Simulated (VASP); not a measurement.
BP:

```
CELL_PARAMETERS angstrom
3.21420 0.00000 0.00000
-1.60710 2.78358 0.00000
0.00000 0.00000 9.86536
ATOMIC_POSITIONS crystal
B 0.33333 0.66667 0.25000
B 0.66667 0.33333 0.75000
P 0.66667 0.33333 0.25000
P 0.33333 0.66667 0.75000
```

| Item | Value |
| --- | --- |
| Program | VASP 6.6.1 |
| Task | relaxation of cell and atoms |
| Functional | PBEsol |
| Potentials or basis | VASP PAW PBE potentials, release 64 (B, P) |
| Cutoff | 600 eV |
| k mesh | 12 × 12 × 2 |
| Occupations | fermi-dirac, width 0.02 eV |
| Spin | no spin polarisation |

At the start: pressure -1.1 GPa; volume 22.07 Å³/atom.

**Question.** How do energy, volume and symmetry change on relaxing?

**Answer.** Over 15 steps the energy falls by 3.7 meV/atom and the volume is 18.85 Å³/atom (-14.6 %); space group P6_3/mmc (No. 194, to 0.05 Å).

Step by step:
| step | energy change (eV) | largest force (eV/Å) | pressure (GPa) | volume (Å³) |
| --- | --- | --- | --- | --- |
| 1 | 0.0000 | 0.0000 | -1.08 | 88.27 |
| 2 | 0.0045 | 0.0000 | 1.58 | 86.37 |
| 3 | -0.0036 | 0.0000 | -0.06 | 87.50 |
| 4 | -0.0036 | 0.0000 | -0.04 | 87.49 |
| 5 | -0.0037 | 0.0000 | -0.03 | 87.40 |
| 6 | -0.0039 | 0.0000 | -0.03 | 87.15 |
| 7 | -0.0044 | 0.0000 | -0.03 | 86.65 |
| 8 | -0.0055 | 0.0000 | -0.02 | 85.64 |
| 9 | -0.0078 | 0.0000 | -0.01 | 83.63 |
| 10 | -0.0123 | 0.0000 | 0.03 | 79.61 |
| 11 | -0.0105 | 0.0000 | 0.30 | 71.58 |
| 12 | -0.0144 | 0.0000 | 0.08 | 77.07 |
| 13 | -0.0149 | 0.0000 | 0.12 | 75.37 |
| 14 | -0.0036 | 0.0000 | -2.10 | 75.69 |
| 15 | -0.0149 | 0.0000 | 0.02 | 75.38 |

Final structure:
```
B P
1.0
     3.20095    0.00000    0.00000
    -1.60048    2.77210    0.00000
     0.00000    0.00000    8.49539
B P
2 2
Cartesian
  0.0000 1.8481 2.1238
  1.6005 0.9240 6.3715
  1.6005 0.9240 2.1238
  0.0000 1.8481 6.3715
```

Caveat: the PAW data sets were made with another functional, which shifts forces and pressure a little; this functional lacks dispersion, which binds the layers, so the pressure and a relaxed spacing across them are unreliable.
